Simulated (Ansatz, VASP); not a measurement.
F: VASP beside Ansatz

INCAR

```
PREC = Accurate ; ENCUT = 520
EDIFF = 1E-7 ; ISMEAR = -1
SIGMA = 0.08 ; LREAL = F
LASPH = T ; NELM = 100
ALGO = Normal ; ISIF = 2
LWAVE = F ; LCHARG = F
NBANDS = 10
```

File KPOINTS:

```
regular mesh
0
Gamma
  17 17 17
```

File POSCAR:

```
F
1.0
    1.7579283095      0.0000000000      0.0000000000
    0.0000000000      1.7579283095      0.0000000000
    0.0000000000      0.0000000000      1.7579283095
F
1
Direct
    0.0000000000      0.0000000000      0.0000000000
```

Input for Ansatz:

```yaml
crystal:
  lattice:
    - [1.7579283095, 0.0, 0.0]
    - [0.0, 1.7579283095, 0.0]
    - [0.0, 0.0, 1.7579283095]
  atoms:
    - { symbol: F, position: [0.0, 0.0, 0.0] }
kpoints:
  mp_grid: { grid: [17, 17, 17] }
scf:
  occupations: { method: fermi_dirac, width: 0.08 }
hamiltonian:
  xc: lda
  pseudopotentials: { kind: paw }
output:
  forces: true
  stress: true
  eigenvalues: true
  populations: true
```

Change from the starting cell: volume scaled by 0.6, PAW files.

Alike in both runs: task single point; functional LDA; k mesh 17 × 17 × 17; occupations fermi-dirac, width 0.08 eV; no spin polarisation.

|  | VASP | Ansatz |
| --- | --- | --- |
| version | VASP 6.6.1 | Ansatz 0.2.0 |
| potentials or method | VASP PAW LDA potentials, release 64 (F) | PAW with Ansatz's default frozen-core files, scalar-relativistic |
| plane-wave cutoff (eV) | 520 | 420 |
| valence electrons in the cell | 7 | 7 |

```tsv
	VASP	Ansatz	Ansatz less VASP
pressure (GPa)	191.9	192.2	+0.28
```

LDA's correlation is that of Perdew and Zunger in VASP and of Perdew and Wang (1992) in Ansatz. Both programs put the cell under a high pressure, so it lies far from rest at this level.

Noted on VASP's run: the cell as given lies far from equilibrium.
